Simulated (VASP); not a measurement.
A run of VASP 6.6.1:

The input POSCAR:

```
CoSi16
1.0
    0.0000000000      5.4300000000      5.4300000000
    5.4300000000      0.0000000000      5.4300000000
    5.4300000000      5.4300000000      0.0000000000
Si Co
16 1
Direct
    0.0088098527      0.0061061694     -0.0187671271
    0.1253098527      0.1253418969      0.1173802026
   -0.0081869245     -0.0069946593      0.4923224678
    0.1202718232      0.1234226519      0.6077292818
    0.0077257827      0.4982060773     -0.0010895028
    0.1343580110      0.6270686924      0.1149189687
   -0.0016384899      0.4936232044      0.5077942910
    0.1268375691      0.6185285451      0.6256659300
    0.4979997238      0.0071347145     -0.0005927256
    0.6265845304      0.1320209945      0.1172705341
    0.4905012891     -0.0013556169      0.5101281768
    0.6172067219      0.1275170350      0.6261308471
    0.5045493554      0.5022983425      0.0172769797
    0.6330997238      0.6326129834      0.1327345304
    0.4995078269      0.5003925414      0.5077061694
    0.6161161142      0.6195989871      0.6437695212
    0.8126061694      0.8128450276      0.3126148250
```

INCAR.step1

```
PREC = Accurate
ENCUT = 580
ISMEAR = 0
SIGMA = 0.05
LREAL = F
LASPH = T
NELM = 200
ISPIN = 2
MAGMOM = 0 0 0 0 0 0 0 0 0 0 0 0 0 0 0 0 1.11
LMAXMIX = 4
NBANDS = 54
GGA = PE
ALGO = Normal
EDIFF = 1E-5
LWAVE = T
LCHARG = F
GGA_COMPAT = F
```

INCAR.step2

```
PREC = Accurate
ENCUT = 580
EDIFF = 1E-6
ISMEAR = 0
SIGMA = 0.05
LREAL = F
LASPH = T
NELM = 200
ALGO = Normal
ISIF = 2
LWAVE = F
LCHARG = F
ISPIN = 2
MAGMOM = 0 0 0 0 0 0 0 0 0 0 0 0 0 0 0 0 1.11
LORBIT = 11
LMAXMIX = 4
METAGGA = R2SCAN
LMIXTAU = T
IVDW = 12
VDW_S6 = 1.0
VDW_S8 = 0.78981345
VDW_A1 = 0.49484001
VDW_A2 = 5.73083694
NBANDS = 54
ISTART = 1
GGA_COMPAT = F
```

File KPOINTS:

```
regular mesh
0
Gamma
  2 2 2
```

Potentials or basis: VASP PAW PBE potentials, release 64 (Si, Co).

Command:

```sh
$ cat potpaw_PBE.64/Si/POTCAR potpaw_PBE.64/Co/POTCAR > POTCAR
$ cp INCAR.step1 INCAR
$ mpirun -np 1 vasp_std > vasp.out
$ cp INCAR.step2 INCAR
$ mpirun -np 1 vasp_std > vasp.out
```

Hardware: 1 thread of Intel(R) Xeon(R) 6975P-C (Granite Rapids), with other jobs on the host.

Task: Estimate the wall time of this run.

Result: Run time: 27 min on 1 thread of Intel(R) Xeon(R) 6975P-C (Granite Rapids), with other jobs on the host, peak memory 0.89 GiB. Counts: k points 8.
